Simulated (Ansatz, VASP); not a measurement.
# Two plane-wave programs on Cu

```
Cu
1.0
     0.00000    1.81000    1.81000
     1.81000    0.00000    1.81000
     1.81000    1.81000    0.00000
Cu
1
Direct
  0.00000 0.00000 0.00000
```

Alike in both runs: task relaxation of cell and atoms; functional PBE; k mesh 24 × 24 × 24; occupations methfessel-paxton of order 1, width 0.1 eV; no spin polarisation.

|  | VASP | Ansatz |
| --- | --- | --- |
| version | VASP 6.6.1 | Ansatz 0.2.0 |
| potentials or method | VASP PAW PBE potentials, release 64 (Cu) | scalar-relativistic, plane waves, PAW |
| plane-wave cutoff (eV) | 600 | 420 |
| valence electrons in the cell | 11 | 19 |

```tsv
	VASP	Ansatz	Ansatz less VASP
gap on the k mesh at the Fermi level, each at its own relaxed structure (eV)	none	none	-
relaxed volume (Å³/atom)	12.01	11.96	-0.046
relaxed cell length with the largest relative difference (Å)	2.570	2.567	-0.0033
```

A gap of «none» marks a metal or a gap that the smearing closes. VASP's potentials hold 11 valence electrons a cell and Ansatz's 19, so a difference there can come from the potentials and not from the codes.
